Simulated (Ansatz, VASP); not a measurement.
Ag3B in VASP and in Ansatz

Contents of INCAR:

```
  PREC = Accurate
  ENCUT = 600
  EDIFF = 1E-6
  ISMEAR = 0
  SIGMA = 0.1
  LREAL = False
  LASPH = True
  NELM = 100
  ALGO = Fast
  ISIF = 3
  LWAVE = False
  LCHARG = False
  GGA = PE
  IBRION = 2
  NSW = 100
  EDIFFG = -0.005
```

Contents of KPOINTS:

```
regular mesh
0
Gamma
  18 18 6
```

The input POSCAR:

```
Ag3B
1.0
    2.9838325580      0.0000000000      0.0000000000
   -1.4919162790      2.5840747959      0.0000000000
    0.0000000000      0.0000000000      7.8951147515
Ag B
3 1
Direct
    0.6666666667      0.3333333333      0.5000000000
    0.3333333333      0.6666666667      0.1934110920
    0.3333333333      0.6666666667      0.8065889080
    0.6666666667      0.3333333333      0.0000000000
```

Input for Ansatz:

```yaml
crystal:
  lattice:
    - [2.983832558, 0.0, 0.0]
    - [-1.491916279, 2.5840747959, 0.0]
    - [0.0, 0.0, 7.8951147515]
  atoms:
    - { symbol: Ag, position: [0.6666666667, 0.3333333333, 0.5] }
    - { symbol: Ag, position: [0.3333333333, 0.6666666667, 0.193411092] }
    - { symbol: Ag, position: [0.3333333333, 0.6666666667, 0.806588908] }
    - { symbol: B, position: [0.6666666667, 0.3333333333, 0.0] }
basis:
  ecutwfc: 420
kpoints:
  mp_grid: { grid: [18, 18, 6] }
hamiltonian:
  xc: pbe
scf:
  occupations: { method: gaussian, width: 0.1 }
output:
  forces: true
  stress: true
  eigenvalues: true
  write_density: true
  write_potential: true
  elf: true
  volumetric_format: npy
relax:
  adjacent_minimum: "off"
  f_tol: 0.005
  max_steps: 80
  cell: { stress_tol: 0.05 }
```

Alike in both runs: task relaxation of cell and atoms; functional PBE; k mesh 18 × 18 × 6; occupations gaussian, width 0.1 eV; no spin polarisation.

|  | VASP | Ansatz |
| --- | --- | --- |
| version | VASP 6.6.1 | Ansatz 0.2.0 |
| potentials or method | VASP PAW PBE potentials, release 64 (Ag, B), cutoff 600 eV | scalar-relativistic, plane waves, PAW |
| valence electrons in the cell | 36 | 60 |

VASP gave:

| Item | Value |
| --- | --- |
| gap on the k mesh at the Fermi level, each at its own relaxed structure (eV) | none |
| relaxed volume (Å³/atom) | 15.25 |
| relaxed cell length with the largest relative difference (Å) | 3.004 |

Question: What did Ansatz give for the same quantities?

Answer: gap on the k mesh at the Fermi level, each at its own relaxed structure (eV): none; relaxed volume (Å³/atom): 15.27; relaxed cell length with the largest relative difference (Å): 3.007.

A gap of «none» marks a metal or a gap that the smearing closes. VASP's potentials hold 36 valence electrons a cell and Ansatz's 60, so a difference there can come from the potentials and not from the codes.
